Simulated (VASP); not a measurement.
Cd: single point with PBE

The system is Cd.

```
CELL_PARAMETERS angstrom
-1.85810 1.85810 1.85810
1.85810 -1.85810 1.85810
1.85810 1.85810 -1.85810
ATOMIC_POSITIONS crystal
Cd 0.00000 0.00000 0.00000
```

This cell differs from its parent crystal: volume scaled by 1.10.

```
Program             : VASP 6.6.1
Task                : single point
Functional          : PBE
Potentials or basis : VASP PAW PBE potentials, release 64 (Cd)
Cutoff              : 520 eV
k mesh              : 16 × 16 × 16
Occupations         : gaussian, width 0.1 eV
Spin                : no spin polarisation
```

```
Pressure               : -2.5 GPa
Band gap on the k mesh : zero (band 6 reaches 5.12 eV, above the bottom of band 7 at 0.66 eV)
```

Levels at points of the mesh, in eV from the Fermi level:
| k point | band 3 | band 4 | band 5 | band 6 | band 7 | band 8 | band 9 | band 10 |
| --- | --- | --- | --- | --- | --- | --- | --- | --- |
| (0.00, 0.00, 0.00) | -8.83 | -8.36 | -8.36 | -7.67 | 14.28 | 14.28 | 14.28 | 14.82 |
| (0.50, 0.00, 0.00) | -8.38 | -8.35 | -8.05 | -1.50 | -1.11 | 8.47 | 9.43 | 12.52 |
| (0.50, 0.50, 0.50) | -8.12 | -8.12 | -8.12 | 3.34 | 3.34 | 3.34 | 4.45 | 7.46 |

Wall time 11 s on 1 thread of Intel(R) Xeon(R) 6975P-C (Granite Rapids) (shared host), peak memory 0.16 GiB.
